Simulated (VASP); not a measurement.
# C19O in VASP: a series of runs, part 2 of 2

VASP 6.6.1.

## Step 3: Single point, PBEsol

INCAR reads:

```
SYSTEM = C19O
PREC = Accurate
ENCUT = 520
EDIFF = 1E-6
ISMEAR = -1
SIGMA = 0.05
LREAL = Auto
LASPH = .True.
NELM = 100
ALGO = Normal
ISIF = 2
LWAVE = .False.
LCHARG = .True.
GGA = PS
LELF = .True.
LVHAR = .True.
NBANDS = 57
```

KPOINTS reads:

```
Automatic mesh
0
Gamma
  2 2 1
  0 0 0
```

POSCAR reads:

```
C19O
1.0
    7.3980000000      0.0000000000      0.0000000000
   -3.6990000000      6.4068560000      0.0000000000
    0.0000000000      0.0000000000     12.0000000000
C O
19 1
Direct
   -0.0077277741     -0.0112975097      0.0666637343
    0.2155537643      0.1002868327      0.0666234824
   -0.0069147867      0.3228026696      0.0666470280
    0.2146930998      0.4335876129      0.0666202660
   -0.0069529746      0.6553305483      0.0665654756
    0.2147415209      0.7661556255      0.0665337633
    0.3264408106     -0.0104713452      0.0665473580
    0.5480122143      0.1002567040      0.0665977777
    0.3263973980      0.3219818241      0.0666351358
    0.5480357293      0.4327499995      0.0666186350
    0.3255894650      0.6553722950      0.0665605722
    0.5488876507      0.7669690736      0.0666286473
    0.6597318394     -0.0113248767      0.0666337471
    0.8813703283      0.0993939010      0.0666651478
    0.6589032185      0.3220218956      0.0666164669
    0.8822079568      0.4336113987      0.0665862906
    0.6597598036      0.6561675787      0.0666393067
    0.8813620189      0.7669386144      0.0666406489
    0.1490719975      0.6843721287      0.3421391006
    0.0919477996      0.5150949493      0.3638373557
```

Potentials or basis: VASP PAW PBE potentials, release 64 (C, O).

Run with:

```sh
$ cat potpaw_PBE.64/C/POTCAR potpaw_PBE.64/O/POTCAR > POTCAR
$ mpirun -np 1 vasp_std > vasp.out
```

OUTCAR:

```text
SYSTEM = C19O
   PREC = Accurate
   ENCUT = 520
   EDIFF = 1E-6
   ISMEAR = -1
   LREAL = Auto
   LASPH = .True.
   NELM = 100
   ISIF = 2
   GGA = PS

 ion  position               nearest neighbor table
   1  0.992  0.989  0.067-  14 1.42  18 1.42   2 1.43
   2  0.216  0.100  0.067-   7 1.42   9 1.42   1 1.43
   3  0.993  0.323  0.067-   4 1.42  16 1.42  14 1.43
   4  0.215  0.434  0.067-   3 1.42  11 1.42   9 1.43
   5  0.993  0.655  0.067-   6 1.42  16 1.42  18 1.43
   6  0.215  0.766  0.067-  11 1.42   5 1.42   7 1.43
[... 10 lines left out ...]
  17  0.660  0.656  0.067-  18 1.42  12 1.42  10 1.43
  18  0.881  0.767  0.067-  17 1.42   1 1.42   5 1.43
  19  0.149  0.684  0.342-  20 1.13
  20  0.092  0.515  0.364-  19 1.13

  LATTYP: Found a hexagonal cell.
 ALAT       =     7.3980000000
 C/A-ratio  =     1.6220600162

  Lattice vectors:

 A1 = (   7.3980000000,   0.0000000000,   0.0000000000)
 A2 = (  -3.6990000000,   6.4068560000,   0.0000000000)
 A3 = (   0.0000000000,   0.0000000000,  12.0000000000)

Analysis of symmetry for initial positions (statically):
=====================================================================
 Subroutine PRICEL returns:
 Original cell was already a primitive cell.

 Routine SETGRP: Setting up the symmetry group for a
 hexagonal supercell.

 Subroutine GETGRP returns: Found  1 space group operations
 (whereof  1 operations were pure point group operations)
 out of a pool of 24 trial point group operations.

The static configuration has the point symmetry C_1 .

Analysis of symmetry for dynamics (positions and initial velocities):
=====================================================================
 Subroutine PRICEL returns:
 Original cell was already a primitive cell.

 Routine SETGRP: Setting up the symmetry group for a
 hexagonal supercell.

 Subroutine GETGRP returns: Found  1 space group operations
 (whereof  1 operations were pure point group operations)
 out of a pool of 24 trial point group operations.

The dynamic configuration has the point symmetry C_1 .

 Subroutine INISYM returns: Found  1 space group operations
 (whereof  1 operations are pure point group operations),
 and found     1 'primitive' translations

----------------------------------------------------------------------------------------

                                     Primitive cell

  volume of cell :     568.7750

  direct lattice vectors                    reciprocal lattice vectors
     7.398000000  0.000000000  0.000000000     0.135171668  0.078041398  0.000000000
    -3.699000000  6.406856000  0.000000000     0.000000000  0.156082796  0.000000000
     0.000000000  0.000000000 12.000000000     0.000000000  0.000000000  0.083333333

  length of vectors
     7.398000000  7.398000054 12.000000000     0.156082797  0.156082796  0.083333333

  position of ions in fractional coordinates (direct lattice)
     0.992272226  0.988702490  0.066663734
     0.215553764  0.100286833  0.066623482
     0.993085213  0.322802670  0.066647028
     0.214693100  0.433587613  0.066620266
     0.993047025  0.655330548  0.066565476
     0.214741521  0.766155625  0.066533763
[... 12 lines left out ...]
     0.149071998  0.684372129  0.342139101
[... 48 lines left out ...]

 Found      4 irreducible k-points:

 Following reciprocal coordinates:
            Coordinates               Weight
  0.000000  0.000000  0.000000      1.000000
  0.500000  0.000000  0.000000      1.000000
  0.000000  0.500000  0.000000      1.000000
  0.500000  0.500000  0.000000      1.000000
   k-points           NKPTS =      4   k-points in BZ     NKDIM =      4   number of bands    NBANDS=     57
   number of dos      NEDOS =    301   number of ions     NIONS =     20
   total plane-waves  NPLWV = 282240
   dimension x,y,z NGX =    56 NGY =   56 NGZ =   90
   dimension x,y,z NGXF=   112 NGYF=  112 NGZF=  180
   ions per type =              19   1
   NGX,Y,Z   is equivalent  to a cutoff of  12.58, 12.58, 12.47 a.u.
   NGXF,Y,Z  is equivalent  to a cutoff of  25.17, 25.17, 24.94 a.u.
 SYSTEM =  C19O
   PREC   = accura    normal or accurate (medium, high low for compatibility)
   ISTART =      0    job   : 0-new  1-cont  2-samecut
   ICHARG =      2    charge: 1-file 2-atom 10-const
   ISPIN  =      1    spin polarized calculation?
   LNONCOLLINEAR =      F non collinear calculations
   LSORBIT =      F    spin-orbit coupling
   LASPH  =      T    aspherical Exc in radial PAW
   ENCUT  =  520.0 eV  38.22 Ry    6.18 a.u.  13.76 13.76 22.31*2*pi/ulx,y,z
   NELM   =    100;   NELMIN=  2; NELMDL= -5     # of ELM steps
   EDIFF  = 0.1E-05   stopping-criterion for ELM
   LREAL  =      T    real-space projection
   EDIFFG = 0.1E-04   stopping-criterion for IOM
   NSW    =      0    number of steps for IOM
   IBRION =     -1    ionic relax: 0-MD 1-quasi-New 2-CG
   NFREE  =      0    steps in history (QN), initial steepest desc. (CG)
   ISIF   =      2    stress and relaxation
   ISYM   =      2    0-nonsym 1-usesym 2-fastsym
   POTIM  = 0.5000    time-step for ionic-motion
   TEBEG  =    0.0;   TEEND  =   0.0 temperature during run
   PSTRESS=    0.0 pullay stress
   NELECT =      82.0000    total number of electrons
   NUPDOWN=      -1.0000    fix difference up-down
   EMIN   =  10.00;   EMAX   =-10.00  energy-range for DOS
   EFERMI =   0.00;   METHOD = LEGACY
   ISMEAR =    -1;   SIGMA  =   0.05  broadening in eV -4-tet -1-fermi 0-gaus
   EFERMI_NEDOS =   21; number of points for ismear=-14 and -15
   IALGO  =     38    algorithm
   IMIX   =      4    mixing-type and parameters
     AMIX     =   0.40;   BMIX     =  1.00
     AMIX_MAG =   1.60;   BMIX_MAG =  1.00
  volume/ion in A,a.u.               =      28.44       191.91
  Fermi-wavevector in a.u.,A,eV,Ry     =   0.858419  1.622176 10.025902  0.736883
  Thomas-Fermi vector in A             =   1.975621
   LORBIT       =      0    0 simple, 1 ext, 2 COOP (PROOUT), +10 PAW based schemes
   GGA     = PS    functional components
   LHFCALC =     F    Hartree Fock is set to
   AEXX    =    0.0000 exact exchange contribution
   IVDW    =     0    specifies the selected vdW correction
   LEPSILON=     F    determine dielectric tensor
   LRPA    =     F    only Hartree local field effects (RPA)
 non-spin polarized calculation
  energy-cutoff  :      520.00
  volume of cell :      568.78
 maximum number of plane-waves:     15363
 NGX is ok and might be reduce to    56
   NGX = 27   NGY = 27   NGZ = 45

 number of electron      82.0000003 magnetization

 Free energy of the ion-electron system (eV)
  ---------------------------------------------------
  ext. energy  EPLUGINS =         0.00000000
  ---------------------------------------------------
  free energy    TOTEN  =      -188.29211309 eV

  energy without entropy =     -188.23232055  energy(sigma->0) =     -188.26221682

 E-fermi :  -1.5679     XC(G=0):  -4.1971

 val. band max:       -1.6092837948   @ k =   0.0000   0.0000   0.0000
 cond. band min:      -1.5261310410   @ k =   0.0000   0.0000   0.0000
 fundamental gap:      0.0831527538
 Fermi energy:        -1.5678614704

 k-point     1 :       0.0000    0.0000    0.0000
  band No.  band energies     occupation
      1     -26.4881      2.00000
      2     -21.0495      2.00000
      3     -18.5013      2.00000
      4     -18.4939      2.00000
      5     -18.4487      2.00000
      6     -18.4455      2.00000
[... 213 lines left out ...]
     52       3.9788      0.00000
     53       4.1905      0.00000
 [bands above 53 left out]

------------------------ aborting loop because EDIFF is reached ----------------------------------------

  FORCE on cell =-STRESS in cart. coord.  units (eV):
  Direction    XX          YY          ZZ          XY          YZ          ZX
  --------------------------------------------------------------------------------------
  -------------------------------------------------------------------------------------
  Total       -2.2022024     -0.9469057     -0.0529970     -0.1923307     -0.2404163      0.0408294
  in kB       -6.2033641     -2.6673301     -0.1492868     -0.5417748     -0.6772265      0.1150120
  external PRESSURE =      -3.0066603 kB  Pullay stress =       0.0000000 kB

 VOLUME and BASIS-vectors are now :
 -----------------------------------------------------------------------------
  energy-cutoff  :      520.00
  volume of cell :      568.78
      direct lattice vectors                 reciprocal lattice vectors
     7.398000000  0.000000000  0.000000000     0.135171668  0.078041398  0.000000000
    -3.699000000  6.406856000  0.000000000     0.000000000  0.156082796  0.000000000
     0.000000000  0.000000000 12.000000000     0.000000000  0.000000000  0.083333333

 POSITION                                       TOTAL-FORCE (eV/Angst)
 -----------------------------------------------------------------------------------
      3.68362      6.33447      0.79996        -0.015410     -0.012621      0.000626
      1.22371      0.64252      0.79948         0.004887      0.003304      0.000542
      6.15280      2.06815      0.79976         0.002151      0.004742     -0.000104
     -0.01554      2.77793      0.79944        -0.006514      0.004446      0.000577
      4.92249      4.19861      0.79879         0.004385     -0.002736     -0.001338
     -1.24535      4.90865      0.79841         0.005651     -0.005938     -0.000140
[... 12 lines left out ...]
     -1.42866      4.38467      4.10567        -0.180638      0.949975     -0.231201
     -1.22511      3.30014      4.36605         0.175761     -0.944604      0.227438
 -----------------------------------------------------------------------------------
    total drift:                               -0.009828      0.001575     -0.005125

  FREE ENERGIE OF THE ION-ELECTRON SYSTEM (eV)
  ---------------------------------------------------
  free  energy   TOTEN  =      -188.2921130939 eV

  energy  without entropy=     -188.2323205455  energy(sigma->0) =     -188.26221682
```

It took 5.7 min on 1 thread of Oxide Virtual Turin-like, shared host; peak memory 0.54 GiB.

Results:

* Free energy: -188.2921 eV
* Largest force: 0.994 eV/Å
* Band gap on the k mesh: 0.08 eV

Forces on the atoms (eV/Å):
```
C   -0.015 -0.013  0.001
C    0.005  0.003  0.001
C    0.002  0.005  0.000
C   -0.007  0.004  0.001
C    0.004 -0.003 -0.001
C    0.006 -0.006  0.000
C   -0.004  0.012  0.001
C    0.000  0.003  0.000
C    0.014 -0.009  0.001
C    0.007  0.001  0.000
C   -0.009 -0.005  0.000
C    0.000  0.010  0.000
C    0.016 -0.011  0.001
C    0.000 -0.008  0.000
C   -0.009 -0.007  0.000
C    0.004  0.007  0.000
C    0.002  0.001  0.000
C   -0.011  0.009  0.001
C   -0.181  0.950 -0.231
O    0.176 -0.945  0.227
```

Levels at points of the mesh, in eV from the valence-band top:
```
           k point  band 39  band 40  band 41  band 42  band 43  band 44
(0.00, 0.00, 0.00)    -2.96    -0.01     0.00     0.08     0.09     2.38
(0.50, 0.00, 0.00)    -2.61    -2.60    -2.32     1.68     2.31     2.38
(0.00, 0.50, 0.00)    -2.61    -2.61    -2.32     1.70     2.34     2.36
(0.50, 0.50, 0.00)    -2.61    -2.60    -2.32     1.68     2.32     2.38
```

Caveat: the k points lie up to 0.49 Å⁻¹ apart; there is no dipole correction, which matters where the two faces differ; semilocal functionals underestimate gaps, and a narrow one can read as zero; the PAW data sets were made with another functional, which shifts forces and pressure a little.

## Step 4: Single point, PBEsol

INCAR reads:

```
SYSTEM = C19O
PREC = Accurate
ENCUT = 520
EDIFF = 1E-6
ISMEAR = -1
SIGMA = 0.05
LREAL = Auto
LASPH = .TRUE.
NELM = 100
ALGO = Normal
ISIF = 2
LWAVE = .FALSE.
LCHARG = .FALSE.
GGA = PS
NBANDS = 57
```

KPOINTS reads:

```
regular mesh
0
G
  2 2 1
  0 0 0
```

POSCAR reads:

```
C19O
1.0
    7.3980000000      0.0000000000      0.0000000000
   -3.6990000000      6.4068560000      0.0000000000
    0.0000000000      0.0000000000     12.0000000000
C O
19 1
Direct
    0.0015787890      0.0009683377      0.0710849167
    0.2236333191      0.1119681791      0.0710710833
    0.0015007194      0.3340974106      0.0710285833
    0.2237018414      0.4451628068      0.0710335833
    0.0013851935      0.6674986920      0.0710258333
    0.2238095253      0.7787039384      0.0709813333
    0.3348377828      0.0007847843      0.0710306667
    0.5570780389      0.1118976297      0.0710647500
    0.3347311194      0.3342235255      0.0710674167
    0.5571106389      0.4453510427      0.0710783333
    0.3349301230      0.6675842254      0.0710328333
    0.5569448809      0.7785967095      0.0710793333
    0.6681372454      0.0008976322      0.0710808333
    0.8904823422      0.1120793100      0.0710766667
    0.6682950785      0.3342995379      0.0710621667
    0.8902745045      0.4452416287      0.0710290000
    0.6681550502      0.6674339177      0.0710915833
    0.8903814553      0.7785155465      0.0710772500
    0.1410431930      0.6314794651      0.3380424167
    0.1951176643      0.7719574156      0.3946275833
```

Run with:

```sh
$ cat potpaw_PBE.64/C/POTCAR potpaw_PBE.64/O/POTCAR > POTCAR
$ mpirun -np 1 vasp_std > vasp.out
```

It took 6.1 min on 1 thread of Oxide Virtual Turin-like, shared host; peak memory 0.53 GiB.

It converged, with:

- Free energy: -188.2973 eV
- Largest force: 0.987 eV/Å
- Band gap on the k mesh: 0.01 eV

Forces in eV/Å, atoms in the order of the input:
```
C   -0.001 -0.002 -0.001
C   -0.005 -0.001 -0.002
C   -0.002  0.024  0.001
C   -0.025  0.013  0.000
C    0.015 -0.006  0.000
C    0.002 -0.021  0.001
C    0.008  0.006  0.000
C    0.005 -0.013  0.002
C    0.015  0.003  0.002
C    0.000  0.000  0.002
C   -0.008 -0.007  0.000
C    0.006  0.012 -0.003
C   -0.006 -0.017  0.000
C    0.005 -0.014 -0.003
C   -0.021  0.000 -0.001
C    0.023  0.008  0.001
C   -0.007  0.003  0.002
C   -0.010  0.012 -0.003
C    0.108 -0.785 -0.588
O   -0.102  0.785  0.589
```

Levels at points of the mesh, in eV from the valence-band top:
| k point | band 38 | band 39 | band 40 | band 41 | band 42 | band 43 | band 44 | band 45 |
| --- | --- | --- | --- | --- | --- | --- | --- | --- |
| (0.00, 0.00, 0.00) | -3.00 | -2.99 | 0.00 | 0.00 | 0.01 | 0.01 | 2.32 | 2.32 |
| (0.50, 0.00, 0.00) | -2.66 | -2.66 | -2.64 | -2.36 | 1.64 | 2.26 | 2.29 | 2.52 |
| (0.00, 0.50, 0.00) | -2.66 | -2.65 | -2.64 | -2.36 | 1.66 | 2.27 | 2.29 | 2.52 |
| (0.50, 0.50, 0.00) | -2.66 | -2.66 | -2.64 | -2.36 | 1.64 | 2.26 | 2.29 | 2.52 |

Caveat: the k points lie up to 0.49 Å⁻¹ apart; there is no dipole correction, which matters where the two faces differ; semilocal functionals underestimate gaps, and a narrow one can read as zero; the PAW data sets were made with another functional, which shifts forces and pressure a little.
